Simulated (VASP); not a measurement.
The system is MgB2.

```
CELL_PARAMETERS angstrom
3.02202 0.00000 0.00000
-1.51101 2.61715 0.00000
0.00000 0.00000 3.45108
ATOMIC_POSITIONS crystal
Mg 0.00000 0.00000 0.00000
B 0.66667 0.33333 0.50000
B 0.33333 0.66667 0.50000
```

This cell differs from its parent crystal: volume scaled by 0.94.

Base run:

```yaml
Program: VASP 6.6.1
Functional: PBEsol
Potentials_or_basis: VASP PAW PBE potentials, release 64 (Mg, B)
Cutoff: 520 eV
k_mesh: 10 × 10 × 8
Occupations: fermi-dirac, width 0.05 eV
Spin: no spin polarisation
```

Its results: band gap on the k mesh zero (band 4 reaches 6.80 eV, above the bottom of band 5 at 4.22 eV); pressure 7.1 GPa.

Q: The run is repeated on the same cell with these changes: further incar settings from ALGO = Normal; EDIFF = 1e-07; NBANDS = 11 to ALGO = Normal; EDIFF = 1e-06; NBANDS = 11; dispersion from none to D3(BJ). What comes out?

A: Band gap on the k mesh zero (band 4 reaches 6.80 eV, above the bottom of band 5 at 4.22 eV); pressure 2.6 GPa.

Caveats: the PAW data sets were made with another functional, which shifts forces and pressure a little; pairwise dispersion overbinds metals, which lowers pressure and volume (some runs).
